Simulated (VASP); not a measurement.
Input of a VASP 6.6.1 run:

The input INCAR:

```
ALGO = Normal ; EDIFF = 1E-6
EDIFFG = -0.01 ; ENCUT = 600
GGA = PS ; IBRION = 2
ISIF = 3 ; ISMEAR = -1
LASPH = True ; LCHARG = False
LREAL = False ; LWAVE = False
NELM = 60 ; NSW = 60
PREC = Accurate ; SIGMA = 0.05
```

Contents of KPOINTS:

```
k-points
0
Gamma
  5 5 3
```

Contents of POSCAR:

```
Si2Mo
1.0
    4.5854715599      0.0000000000      0.0000000000
   -2.2927357800      3.9711348592      0.0000000000
    0.0000000000      0.0000000000      6.5797601000
Mo Si
3 6
Direct
    0.5000000000      0.5000000000      0.8333333333
    0.0000000000      0.5000000000      0.1666666667
    0.5000000000      0.0000000000      0.5000000000
    0.1638729800      0.3277459600      0.5000000000
    0.6722540400      0.8361270200      0.1666666667
    0.8361270200      0.1638729800      0.8333333333
    0.8361270200      0.6722540400      0.5000000000
    0.3277459600      0.1638729800      0.1666666667
    0.1638729800      0.8361270200      0.8333333333
```

Potentials or basis: VASP PAW PBE potentials, release 64 (Mo_sv, Si).

Command:

```sh
$ cat potpaw_PBE.64/Mo_sv/POTCAR potpaw_PBE.64/Si/POTCAR > POTCAR
$ mpirun -np 1 vasp_std > vasp.out
```

(1) What does it give for the space group after relaxing (to 0.1 Å)?

(2) What does it give for the relaxed volume?

(3) What does it give for the relaxed cell?

(4) Estimate the band gap on the k mesh.

Answers

(1) P6_222 (No. 180).

(2) 13.24 Å³/atom.

(3) a = 4.578 Å, b = 4.578 Å, c = 6.567 Å, α = 90.00°, β = 90.00°, γ = 120.00°.

(4) 0.61 eV (least direct gap 0.91 eV).

Caveat: the PAW data sets were made with another functional, which shifts forces and pressure a little.
